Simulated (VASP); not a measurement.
Runs of VASP 6.6.1 on MgB2H. The structure is that of space group P6/mmm (No. 191), or close to it. The cells are those of the table. 

```csv
task,cell,k mesh,cutoff (eV),gap on the mesh (eV),pressure (GPa),relaxed volume (Å³/atom)
single point,"a = 3.012, b = 3.012, c = 4.263 Å, angles 90.0, 90.0, 120.0°, 4 atoms",18 × 18 × 12,520,none,-0.2,-
single point,"a = 3.007, b = 3.007, c = 4.293 Å, angles 90.0, 90.0, 120.0°, 4 atoms",6 × 6 × 4,520,none,-0.4,-
single point,"a = 3.201, b = 3.201, c = 4.723 Å, angles 90.0, 90.0, 120.0°, 4 atoms",6 × 6 × 4,600,none,-18.0,-
relaxation of cell and atoms,"relaxed from a = 3.201, b = 3.201, c = 4.723 Å, angles 90.0, 90.0, 120.0°, 4 atoms",6 × 6 × 4,600,none,0.0,(a)
relaxation of cell and atoms,"relaxed from a = 3.007, b = 3.007, c = 4.293 Å, angles 90.0, 90.0, 120.0°, 4 atoms",18 × 18 × 12,600,none,0.0,(b)
```

Alike in all rows: level PBE; potentials or basis VASP PAW PBE potentials, release 64 (Mg, B, H); no spin polarisation; smearing gaussian 0.1 eV.

Task: Fill in the values left out.

Result: (a) 8.36; (b) 8.34.

Caveats: some runs use coarse meshes; the volume moved by over 15 % at a fixed basis, so the end points are rough (some runs).

A gap of «none» marks levels without a gap at the run's occupations.
